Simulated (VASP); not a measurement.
# Pd (P6_3/mmc) in VASP: notebook

The runs below take Pd through single point, with PBEsol.

Everything below comes from runs of VASP 6.6.1. Logs are shortened: lines on timing, memory, paths and dates and some standing lists are left out, and cuts for length are marked.

### Step 1. The cell of the first run

Symmetry: P6_3/mmc, No. 194, hexagonal system. The conventional cell has a = 2.604 Å, b = 2.604 Å, c = 4.382 Å, α = 90.00°, β = 90.00°, γ = 120.00°. Within 3.4 Å of Pd (site symmetry -6m2) lie 12 Pd at 2.60 to 2.66 Å.

This isn't the form of Pd at room conditions, which is fcc.

### Step 2. Single point, PBEsol, collinear spin (12.86 Å³/atom)

Contents of INCAR:

```
SYSTEM = Pd
ALGO     = Normal         ! electronic algorithm
EDIFF    = 1E-7           ! SCF threshold, eV
ENCUT    = 520            ! plane-wave cutoff, eV
GGA      = PS             ! functional
ISIF     = 2              ! what is computed and relaxed
ISMEAR   = -1             ! smearing method
ISPIN    = 2              ! spin polarisation
LASPH    = .True.         ! aspherical terms in the spheres
LCHARG   = .True.         ! write CHGCAR
LELF     = .True.         ! ELF
LMAXMIX  = 4              ! l up to which the mixer works
LORBIT   = 11             ! projections on sites
LREAL    = .False.        ! projectors in reciprocal space
LVHAR    = .True.       
LWAVE    = .False.        ! write WAVECAR
MAGMOM   = 0.5 0.5        ! initial moments
NBANDS   = 21             ! bands
NELM     = 150            ! most SCF steps
PREC     = Accurate       ! precision mode
SIGMA    = 0.05           ! smearing width, eV
```

Contents of KPOINTS:

```
k-points
0
Gamma
  15 15 8
  0 0 0
```

Contents of POSCAR:

```
Pd
1.0
    2.6036879418      0.0000000000      0.0000000000
   -1.3018439709      2.2548599011      0.0000000000
    0.0000000000      0.0000000000      4.3822123028
Pd
2
Direct
    0.3333333333      0.6666666667      0.2500000000
    0.6666666667      0.3333333333      0.7500000000
```

Potentials or basis: VASP PAW PBE potentials, release 64 (Pd).

Started as:

```bash
cat potpaw_PBE.64/Pd/POTCAR > POTCAR
mpirun -np 1 vasp_std > vasp.out
```

OUTCAR:

```text
SYSTEM = Pd
   EDIFF = 1E-7
   ENCUT = 520
   GGA = PS
   ISIF = 2
   ISMEAR = -1
   ISPIN = 2
   LASPH = .True.
   LORBIT = 11
   LREAL = .False.
   NELM = 150
   PREC = Accurate

 ion  position               nearest neighbor table
   1  0.333  0.667  0.250-   2 2.66   2 2.66   2 2.66   2 2.66   2 2.66   2 2.66
   2  0.667  0.333  0.750-   1 2.66   1 2.66   1 2.66   1 2.66   1 2.66   1 2.66

  LATTYP: Found a hexagonal cell.
 ALAT       =     2.6036879418
 C/A-ratio  =     1.6830789253

  Lattice vectors:

 A1 = (   2.6036879418,   0.0000000000,   0.0000000000)
 A2 = (  -1.3018439709,   2.2548599011,   0.0000000000)
 A3 = (   0.0000000000,   0.0000000000,   4.3822123028)

Analysis of symmetry for initial positions (statically):
=====================================================================
 Subroutine PRICEL returns:
 Original cell was already a primitive cell.

 Routine SETGRP: Setting up the symmetry group for a
 hexagonal supercell.

 Subroutine GETGRP returns: Found 24 space group operations
 (whereof 12 operations were pure point group operations)
 out of a pool of 24 trial point group operations.

The static configuration has the point symmetry D_3d.
 The point group associated with its full space group is D_6h.

Analysis of symmetry for dynamics (positions and initial velocities):
=====================================================================
 Subroutine PRICEL returns:
 Original cell was already a primitive cell.

 Routine SETGRP: Setting up the symmetry group for a
 hexagonal supercell.

 Subroutine GETGRP returns: Found 24 space group operations
 (whereof 12 operations were pure point group operations)
 out of a pool of 24 trial point group operations.

The dynamic configuration has the point symmetry D_3d.
 The point group associated with its full space group is D_6h.

Analysis of structural, dynamic, and magnetic symmetry:
=====================================================================
 Subroutine PRICEL returns:
 Original cell was already a primitive cell.

 Routine SETGRP: Setting up the symmetry group for a
 hexagonal supercell.

 Subroutine GETGRP returns: Found 24 space group operations
 (whereof 12 operations were pure point group operations)
 out of a pool of 24 trial point group operations.

The overall configuration has the point symmetry D_3d.
 The point group associated with its full space group is D_6h.

 Subroutine INISYM returns: Found 24 space group operations
[... 117 lines left out ...]
     AMIX_MAG =   1.60;   BMIX_MAG =  1.00
  volume/ion in A,a.u.               =      12.86        86.81
  Fermi-wavevector in a.u.,A,eV,Ry     =   1.505281  2.844568 30.829037  2.265870
  Thomas-Fermi vector in A             =   2.616150
   LORBIT       =     11    0 simple, 1 ext, 2 COOP (PROOUT), +10 PAW based schemes
   GGA     = PS    functional components
   LHFCALC =     F    Hartree Fock is set to
   AEXX    =    0.0000 exact exchange contribution
   IVDW    =     0    specifies the selected vdW correction
   LEPSILON=     F    determine dielectric tensor
   LRPA    =     F    only Hartree local field effects (RPA)
 spin polarized calculation
  energy-cutoff  :      520.00
  volume of cell :       25.73
 maximum number of plane-waves:       714
 NGX is ok and might be reduce to    20
   NGX =  9   NGY =  9   NGZ = 17

 number of electron      20.0000005 magnetization       0.0001717

 Free energy of the ion-electron system (eV)
  ---------------------------------------------------
  ext. energy  EPLUGINS =         0.00000000
  ---------------------------------------------------
  free energy    TOTEN  =       -11.52837240 eV

  energy without entropy =      -11.49394091  energy(sigma->0) =      -11.51115665

 E-fermi :  12.1445     XC(G=0): -14.2447

 val. band max:       12.1414765206   @ k =   0.2000   0.2000   0.3750
 cond. band min:      12.1515827667   @ k =   0.3333   0.1333   0.5000
 fundamental gap:      0.0101062462
 Fermi energy:        12.1445062814

 spin component 1

 k-point     1 :       0.0000    0.0000    0.0000
  band No.  band energies     occupation
      1       3.7633      1.00000
      2       5.5962      1.00000
      3       8.3534      1.00000
      4       8.6826      1.00000
      5       8.6826      1.00000
      6       9.1187      1.00000
[... 565 lines left out ...]
     20      37.7335      0.00000
     21      37.7840      0.00000

 [... further k-points ...]

 spin component 2

 k-point     1 :       0.0000    0.0000    0.0000
  band No.  band energies     occupation
      1       3.7634      1.00000
      2       5.5962      1.00000
      3       8.3535      1.00000
      4       8.6826      1.00000
      5       8.6826      1.00000
      6       9.1187      1.00000
[... 565 lines left out ...]
     20      37.7336      0.00000
     21      37.7841      0.00000

 [... further k-points ...]

------------------------ aborting loop because EDIFF is reached ----------------------------------------

  FORCE on cell =-STRESS in cart. coord.  units (eV):
  Direction    XX          YY          ZZ          XY          YZ          ZX
  --------------------------------------------------------------------------------------
  -------------------------------------------------------------------------------------
  Total        5.8872198      5.8872198      5.5404507     -0.0000000      0.0000000      0.0000000
  in kB      366.6223379    366.6223379    345.0275452     -0.0000000      0.0000000      0.0000000
  external PRESSURE =     359.4240737 kB  Pullay stress =       0.0000000 kB

 VOLUME and BASIS-vectors are now :
 -----------------------------------------------------------------------------
  energy-cutoff  :      520.00
  volume of cell :       25.73
      direct lattice vectors                 reciprocal lattice vectors
     2.603687942  0.000000000  0.000000000     0.384070604  0.221743267  0.000000000
    -1.301843971  2.254859901  0.000000000     0.000000000  0.443486533  0.000000000
     0.000000000  0.000000000  4.382212303     0.000000000  0.000000000  0.228195243

 POSITION                                       TOTAL-FORCE (eV/Angst)
 -----------------------------------------------------------------------------------
     -0.00000      1.50324      1.09555        -0.000000     -0.000000      0.000000
      1.30184      0.75162      3.28666         0.000000      0.000000      0.000000
 -----------------------------------------------------------------------------------
    total drift:                               -0.000000      0.000000     -0.000000

  FREE ENERGIE OF THE ION-ELECTRON SYSTEM (eV)
  ---------------------------------------------------
  free  energy   TOTEN  =       -11.5283724004 eV

  energy  without entropy=      -11.4939409062  energy(sigma->0) =      -11.51115665

 total charge

# of ion       s       p       d       tot
------------------------------------------
    1        0.557   0.645   8.575   9.777
    2        0.557   0.645   8.575   9.777
--------------------------------------------------
tot          1.114   1.290  17.150  19.553

 magnetization (x)

# of ion       s       p       d       tot
------------------------------------------
    1        0.000   0.000   0.000   0.000
    2        0.000   0.000   0.000   0.000
--------------------------------------------------
tot          0.000   0.000   0.000   0.000
```

Run time: 3.4 min. Hardware: 1 thread of Intel Xeon 8259CL, shared host; peak memory 0.23 GiB.

What came out:

```yaml
Free_energy: -11.5284 eV
Pressure: 35.9 GPa
Band_gap_on_the_k_mesh: zero (filled and empty bands overlap)
Net_moment: 0.00 μB per cell
Valence_electrons_inside_the_program's_atomic_spheres: Pd 9.78
```

Stress tensor (GPa, compression positive):
```
36.66  0.00  0.00
 0.00 36.66  0.00
 0.00  0.00 34.50
```

Caveat: the cell stands under pressure; the PAW data sets were made with another functional, which shifts forces and pressure a little.

### Step 3. Single point, PBEsol, collinear spin (13.45 Å³/atom)

This run uses another cell than the first one, of 13.45 Å³/atom.

Contents of INCAR:

```
ALGO     = Normal         # electronic algorithm
EDIFF    = 1E-6           # SCF threshold, eV
ENCUT    = 520            # plane-wave cutoff, eV
GGA      = PS             # functional
ISIF     = 2              # what is computed and relaxed
ISMEAR   = -1             # smearing method
ISPIN    = 2              # spin polarisation
LASPH    = T              # aspherical terms in the spheres
LCHARG   = F              # write CHGCAR
LMAXMIX  = 4              # l up to which the mixer works
LORBIT   = 11             # projections on sites
LREAL    = F              # projectors in reciprocal space
LWAVE    = F              # write WAVECAR
MAGMOM   = 0.5 0.5        # initial moments
NBANDS   = 21             # bands
NELM     = 150            # most SCF steps
PREC     = Accurate       # precision mode
SIGMA    = 0.05           # smearing width, eV
```

Contents of KPOINTS:

```
k-points
0
Gamma
  15 15 8
```

Contents of POSCAR:

```
Pd
1.0
    2.6425546860      0.0000000000      0.0000000000
   -1.3212773430      2.2885194890      0.0000000000
    0.0000000000      0.0000000000      4.4476281009
Pd
2
Direct
    0.3333333333      0.6666666667      0.2500000000
    0.6666666667      0.3333333333      0.7500000000
```

Potentials or basis: VASP PAW PBE potentials, release 64 (Pd).

Started as:

```bash
cat potpaw_PBE.64/Pd/POTCAR > POTCAR
mpirun -np 1 vasp_std > vasp.out
```

OUTCAR:

```text
EDIFF = 1E-6
   ENCUT = 520
   GGA = PS
   ISIF = 2
   ISMEAR = -1
   ISPIN = 2
   LASPH = T
   LORBIT = 11
   LREAL = F
   NELM = 150
   PREC = Accurate

 ion  position               nearest neighbor table
   1  0.333  0.667  0.250-   2 2.70   2 2.70   2 2.70   2 2.70   2 2.70   2 2.70
   2  0.667  0.333  0.750-   1 2.70   1 2.70   1 2.70   1 2.70   1 2.70   1 2.70

  LATTYP: Found a hexagonal cell.
 ALAT       =     2.6425546860
 C/A-ratio  =     1.6830789253

  Lattice vectors:

 A1 = (   2.6425546860,   0.0000000000,   0.0000000000)
 A2 = (  -1.3212773430,   2.2885194890,   0.0000000000)
 A3 = (   0.0000000000,   0.0000000000,   4.4476281009)

Analysis of symmetry for initial positions (statically):
=====================================================================
 Subroutine PRICEL returns:
 Original cell was already a primitive cell.

 Routine SETGRP: Setting up the symmetry group for a
 hexagonal supercell.

 Subroutine GETGRP returns: Found 24 space group operations
 (whereof 12 operations were pure point group operations)
 out of a pool of 24 trial point group operations.

The static configuration has the point symmetry D_3d.
 The point group associated with its full space group is D_6h.

Analysis of symmetry for dynamics (positions and initial velocities):
=====================================================================
 Subroutine PRICEL returns:
 Original cell was already a primitive cell.

 Routine SETGRP: Setting up the symmetry group for a
 hexagonal supercell.

 Subroutine GETGRP returns: Found 24 space group operations
 (whereof 12 operations were pure point group operations)
 out of a pool of 24 trial point group operations.

The dynamic configuration has the point symmetry D_3d.
 The point group associated with its full space group is D_6h.

Analysis of structural, dynamic, and magnetic symmetry:
=====================================================================
 Subroutine PRICEL returns:
 Original cell was already a primitive cell.

 Routine SETGRP: Setting up the symmetry group for a
 hexagonal supercell.

 Subroutine GETGRP returns: Found 24 space group operations
 (whereof 12 operations were pure point group operations)
 out of a pool of 24 trial point group operations.

The overall configuration has the point symmetry D_3d.
 The point group associated with its full space group is D_6h.

 Subroutine INISYM returns: Found 24 space group operations
 (whereof 12 operations are pure point group operations),
 and found     1 'primitive' translations

----------------------------------------------------------------------------------------

                                     Primitive cell

  volume of cell :      26.8972

  direct lattice vectors                    reciprocal lattice vectors
     2.642554686  0.000000000  0.000000000     0.378421686  0.218481862  0.000000000
    -1.321277343  2.288519489  0.000000000     0.000000000  0.436963725  0.000000000
     0.000000000  0.000000000  4.447628101     0.000000000  0.000000000  0.224838943

  length of vectors
     2.642554686  2.642554686  4.447628101     0.436963725  0.436963725  0.224838943

  position of ions in fractional coordinates (direct lattice)
     0.333333333  0.666666667  0.250000000
     0.666666667  0.333333333  0.750000000

[... 69 lines left out ...]
   ICHARG =      2    charge: 1-file 2-atom 10-const
   ISPIN  =      2    spin polarized calculation?
   LNONCOLLINEAR =      F non collinear calculations
   LSORBIT =      F    spin-orbit coupling
   LASPH  =      T    aspherical Exc in radial PAW
   ENCUT  =  520.0 eV  38.22 Ry    6.18 a.u.   4.91  4.91  8.27*2*pi/ulx,y,z
   NELM   =    150;   NELMIN=  2; NELMDL= -5     # of ELM steps
   EDIFF  = 0.1E-05   stopping-criterion for ELM
   LREAL  =      F    real-space projection
   EDIFFG = 0.1E-04   stopping-criterion for IOM
   NSW    =      0    number of steps for IOM
   IBRION =     -1    ionic relax: 0-MD 1-quasi-New 2-CG
   NFREE  =      0    steps in history (QN), initial steepest desc. (CG)
   ISIF   =      2    stress and relaxation
   ISYM   =      2    0-nonsym 1-usesym 2-fastsym
   POTIM  = 0.5000    time-step for ionic-motion
   TEBEG  =    0.0;   TEEND  =   0.0 temperature during run
   PSTRESS=    0.0 pullay stress
   NELECT =      20.0000    total number of electrons
   NUPDOWN=      -1.0000    fix difference up-down
   EMIN   =  10.00;   EMAX   =-10.00  energy-range for DOS
   EFERMI =   0.00;   METHOD = LEGACY
   ISMEAR =    -1;   SIGMA  =   0.05  broadening in eV -4-tet -1-fermi 0-gaus
   EFERMI_NEDOS =   21; number of points for ismear=-14 and -15
   IALGO  =     38    algorithm
   IMIX   =      4    mixing-type and parameters
     AMIX     =   0.40;   BMIX     =  1.00
     AMIX_MAG =   1.60;   BMIX_MAG =  1.00
  volume/ion in A,a.u.               =      13.45        90.76
  Fermi-wavevector in a.u.,A,eV,Ry     =   1.483141  2.802730 29.928838  2.199708
  Thomas-Fermi vector in A             =   2.596840
   LORBIT       =     11    0 simple, 1 ext, 2 COOP (PROOUT), +10 PAW based schemes
   GGA     = PS    functional components
   LHFCALC =     F    Hartree Fock is set to
   AEXX    =    0.0000 exact exchange contribution
   IVDW    =     0    specifies the selected vdW correction
   LEPSILON=     F    determine dielectric tensor
   LRPA    =     F    only Hartree local field effects (RPA)
 spin polarized calculation
  energy-cutoff  :      520.00
  volume of cell :       26.90
 maximum number of plane-waves:       756
 NGX is ok and might be reduce to    20
   NGX =  9   NGY =  9   NGZ = 17

 number of electron      20.0000005 magnetization       0.0015108

 Free energy of the ion-electron system (eV)
  ---------------------------------------------------
  ext. energy  EPLUGINS =         0.00000000
  ---------------------------------------------------
  free energy    TOTEN  =       -11.73343320 eV

  energy without entropy =      -11.69677071  energy(sigma->0) =      -11.71510196

 E-fermi :  11.2823     XC(G=0): -13.9594

 val. band max:       11.2773590489   @ k =   0.4000   0.1333   0.0000
 cond. band min:      11.2858381170   @ k =   0.3333  -0.0000   0.0000
 fundamental gap:      0.0084790681
 Fermi energy:        11.2823274569

 spin component 1

 k-point     1 :       0.0000    0.0000    0.0000
  band No.  band energies     occupation
      1       3.2827      1.00000
      2       5.1388      1.00000
      3       7.7545      1.00000
      4       8.0621      1.00000
      5       8.0621      1.00000
      6       8.4657      1.00000
[... 565 lines left out ...]
     20      37.0478      0.00000
     21      37.1178      0.00000

 [... further k-points ...]

 spin component 2

 k-point     1 :       0.0000    0.0000    0.0000
  band No.  band energies     occupation
      1       3.2827      1.00000
      2       5.1392      1.00000
      3       7.7551      1.00000
      4       8.0627      1.00000
      5       8.0627      1.00000
      6       8.4662      1.00000
[... 565 lines left out ...]
     20      37.0488      0.00000
     21      37.1188      0.00000

 [... further k-points ...]

------------------------ aborting loop because EDIFF is reached ----------------------------------------

  FORCE on cell =-STRESS in cart. coord.  units (eV):
  Direction    XX          YY          ZZ          XY          YZ          ZX
  --------------------------------------------------------------------------------------
  -------------------------------------------------------------------------------------
  Total        3.5591961      3.5591961      3.3026699      0.0000000      0.0000000      0.0000000
  in kB      212.0095533    212.0095534    196.7291394      0.0000000      0.0000000      0.0000000
  external PRESSURE =     206.9160820 kB  Pullay stress =       0.0000000 kB

 VOLUME and BASIS-vectors are now :
 -----------------------------------------------------------------------------
  energy-cutoff  :      520.00
  volume of cell :       26.90
      direct lattice vectors                 reciprocal lattice vectors
     2.642554686  0.000000000  0.000000000     0.378421686  0.218481862  0.000000000
    -1.321277343  2.288519489  0.000000000     0.000000000  0.436963725  0.000000000
     0.000000000  0.000000000  4.447628101     0.000000000  0.000000000  0.224838943

 POSITION                                       TOTAL-FORCE (eV/Angst)
 -----------------------------------------------------------------------------------
     -0.00000      1.52568      1.11191         0.000000     -0.000000      0.000000
      1.32128      0.76284      3.33572        -0.000000      0.000000      0.000000
 -----------------------------------------------------------------------------------
    total drift:                                0.000000     -0.000000      0.000000

  FREE ENERGIE OF THE ION-ELECTRON SYSTEM (eV)
  ---------------------------------------------------
  free  energy   TOTEN  =       -11.7334332030 eV

  energy  without entropy=      -11.6967707071  energy(sigma->0) =      -11.71510196

 total charge

# of ion       s       p       d       tot
------------------------------------------
    1        0.531   0.588   8.532   9.651
    2        0.531   0.588   8.532   9.651
--------------------------------------------------
tot          1.061   1.176  17.064  19.302

 magnetization (x)

# of ion       s       p       d       tot
------------------------------------------
    1       -0.000  -0.000   0.001   0.001
    2       -0.000  -0.000   0.001   0.001
--------------------------------------------------
tot         -0.000  -0.000   0.001   0.001
```

Wall time 2.8 min (1 thread of Intel Xeon 8259CL, shared host); peak memory 0.23 GiB.

What came out:

```
Free energy                                           : -11.7334 eV
Pressure                                              : 20.7 GPa
Band gap on the k mesh                                : zero (filled and empty bands overlap)
Net moment                                            : 0.00 μB per cell
Valence electrons inside the program's atomic spheres : Pd 9.65
```

Caveat: the cell stands under pressure; the PAW data sets were made with another functional, which shifts forces and pressure a little.
